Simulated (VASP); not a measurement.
**CuO: single point with PBEsol**

The system is CuO.

```
CELL_PARAMETERS angstrom
2.34465 -1.71340 0.00000
2.34465 1.71340 0.00000
-0.86055 0.00000 5.05944
ATOMIC_POSITIONS crystal
Cu 0.00320 0.49680 0.00000
Cu 0.49680 0.00320 0.50000
O 0.57140 0.40560 0.25370
O 0.40560 0.57140 0.75370
```

```
Program             : VASP 6.6.1
Task                : single point
Functional          : PBEsol
Potentials or basis : VASP PAW PBE potentials, release 64 (Cu, O)
Cutoff              : 520 eV
k mesh              : 6 × 6 × 4
Occupations         : gaussian, width 0.1 eV
Spin                : no spin polarisation
```

```yaml
Pressure: -2.0 GPa
Largest_force: 0.754 eV/Å
Band_gap_on_the_k_mesh: zero (band 17 reaches 5.76 eV, above the bottom of band 18 at 5.08 eV)
```

Forces in eV/Å, atoms in the order of the input:
```
Cu  -0.601  0.338  0.234
Cu  -0.601 -0.338  0.234
O    0.601  0.391 -0.234
O    0.601 -0.391 -0.234
```

Stress tensor (GPa, compression positive):
```
-2.37  0.00 -1.15
 0.00 -0.12  0.00
-1.15  0.00 -3.55
```

Levels at points of the mesh, in eV from the Fermi level:
```csv
k point,band 15,band 16,band 17,band 18,band 19,band 20
"(0.00, 0.00, 0.00)",-2.11,-1.62,0.23,0.93,1.66,5.92
"(0.50, 0.00, 0.00)",-1.46,-1.37,-0.03,0.29,4.81,6.22
"(0.50, 0.50, 0.00)",-1.67,-1.19,-0.63,1.08,3.27,6.96
"(0.00, 0.00, 0.50)",-1.44,-1.44,0.25,0.25,3.87,3.87
"(0.50, 0.00, 0.50)",-1.71,-1.57,-0.08,0.75,5.05,6.48
"(0.50, 0.50, 0.50)",-1.27,-1.27,-0.42,-0.42,5.14,5.14
```

Wall time 29 s on 1 thread of AMD EPYC 9R45 96-Core Processor (Zen 5), with other jobs on the host, peak memory 0.15 GiB.

Caveat: the k points lie up to 0.38 Å⁻¹ apart; the PAW data sets were made with another functional, which shifts forces and pressure a little; semilocal functionals often make such compounds metallic where correlation or magnetic order opens a gap, which also shifts bond lengths. With open d or f shells a metallic result of PBEsol can be an artefact of self-interaction; +U or a hybrid may open a gap.
